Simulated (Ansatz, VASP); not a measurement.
## Two plane-wave programs on MgO

Contents of INCAR:

```
SYSTEM = MgO
PREC     = Accurate       ! precision mode
ENCUT    = 520            ! plane-wave cutoff, eV
EDIFF    = 1E-6           ! SCF threshold, eV
ISMEAR   = 0              ! smearing method
SIGMA    = 0.02           ! smearing width, eV
LREAL    = .FALSE.        ! projectors in reciprocal space
LASPH    = .TRUE.         ! aspherical terms in the spheres
NELM     = 80             ! most SCF steps
ALGO     = Normal         ! electronic algorithm
ISIF     = 2              ! what is computed and relaxed
LWAVE    = .FALSE.        ! write WAVECAR
LCHARG   = .FALSE.        ! write CHGCAR
GGA      = PE             ! functional
NBANDS   = 11             ! bands
```

File KPOINTS:

```
regular mesh
0
G
  10 10 10
  0 0 0
```

The input POSCAR:

```
MgO
1.0
    2.7119887325      0.0000000000      0.0000000000
    0.0000000000      2.7119887325      0.0000000000
    0.0000000000      0.0000000000      2.7119887325
Mg O
1 1
Direct
    0.0000000000      0.0000000000      0.0000000000
    0.5000000000      0.5000000000      0.5000000000
```

Input for Ansatz:

```yaml
crystal:
  lattice:
    - [2.7119887325, 0.0, 0.0]
    - [0.0, 2.7119887325, 0.0]
    - [0.0, 0.0, 2.7119887325]
  atoms:
    - { symbol: Mg, position: [0.0, 0.0, 0.0] }
    - { symbol: O, position: [0.5, 0.5, 0.5] }
basis:
  ecutwfc: 420
kpoints:
  mp_grid: { grid: [10, 10, 10] }
hamiltonian:
  xc: pbe
scf:
  occupations: { method: gaussian, width: 0.02 }
output:
  forces: true
  stress: true
  eigenvalues: true
```

Alike in both runs: task single point; functional PBE; k mesh 10 × 10 × 10; occupations gaussian, width 0.02 eV; no spin polarisation.

```csv
,VASP,Ansatz
version,VASP 6.6.1,Ansatz 0.2.0
potentials or method,"VASP PAW PBE potentials, release 64 (Mg, O), cutoff 520 eV","scalar-relativistic, plane waves, PAW"
valence electrons in the cell,8,16
```

```tsv
	VASP	Ansatz	Ansatz less VASP
gap on the k mesh at the Fermi level (eV)	1.76	1.79	+0.022
least direct gap on the mesh (eV)	2.68	2.69	+0.018
pressure (GPa)	-7.8	-7.2	+0.66
```

The functional is the same, so the differences come from potentials, cutoffs and numerics. VASP's potentials hold 8 valence electrons a cell and Ansatz's 16, so a difference there can come from the potentials and not from the codes.
